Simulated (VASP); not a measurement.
A run of VASP 6.6.1:

INCAR

```
SYSTEM = Ir
AGGAC = 1.0
AGGAX = 1.0
ALDAC = 0.0
ALDAX = 1.0
ALGO = Normal
EDIFF = 1E-7
ENCUT = 520
GGA = B5
ISIF = 2
ISMEAR = -1
ISPIN = 2
LASPH = .True.
LCHARG = .True.
LELF = .True.
LMAXMIX = 4
LORBIT = 11
LREAL = .False.
LVHAR = .True.
LWAVE = .False.
MAGMOM = 1
NBANDS = 14
NELM = 150
PREC = Accurate
SIGMA = 0.05
```

KPOINTS

```
k-points
0
Gamma
  22 22 22
  0 0 0
```

File POSCAR:

```
Ir
1.0
    0.0000000000      1.9683987098      1.9683987098
    1.9683987098      0.0000000000      1.9683987098
    1.9683987098      1.9683987098      0.0000000000
Ir
1
Direct
    0.0000000000      0.0000000000      0.0000000000
```

Potentials or basis: VASP PAW PBE potentials, release 64 (Ir).

Command:

```console
$ cat potpaw_PBE.64/Ir/POTCAR > POTCAR
$ mpirun -np 1 vasp_std > vasp.out
```

Hardware: 1 thread of Intel(R) Xeon(R) 6975P-C (Granite Rapids) (shared host).

Question: How long does it take, and how much memory?

Answer: Wall time 56 s on 1 thread of Intel(R) Xeon(R) 6975P-C (Granite Rapids) (shared host), peak memory 0.24 GiB. Counts: scf iterations 14, k points 328.
